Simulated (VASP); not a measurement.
Here is a VASP 6.6.1 calculation.

INCAR

```
ALGO = Normal
EDIFF = 1E-6
ENCUT = 520
GGA = PS
ISIF = 2
ISMEAR = 0
LASPH = True
LCHARG = False
LREAL = False
LWAVE = False
NBANDS = 16
NELM = 80
PREC = Accurate
SIGMA = 0.1
```

The input KPOINTS:

```
k-points
0
Gamma
  6 6 6
```

POSCAR

```
GaAs
1.0
    0.0000000000      2.8750910496      2.8750910496
    2.8750910496      0.0000000000      2.8750910496
    2.8750910496      2.8750910496      0.0000000000
Ga As
1 1
Direct
    0.0000000000      0.0000000000      0.0000000000
    0.2500000000      0.2500000000      0.2500000000
```

Potentials or basis: VASP PAW PBE potentials, release 64 (Ga_d, As).

Launch:

```console
$ cat potpaw_PBE.64/Ga_d/POTCAR potpaw_PBE.64/As/POTCAR > POTCAR
$ mpirun -np 1 vasp_std > vasp.out
```

(1) Estimate the band gap on the k mesh.

(2) Estimate the pressure.

Answers

(1) 0.08 eV, direct.

(2) -2.8 GPa.

Caveat: the PAW data sets were made with another functional, which shifts forces and pressure a little.
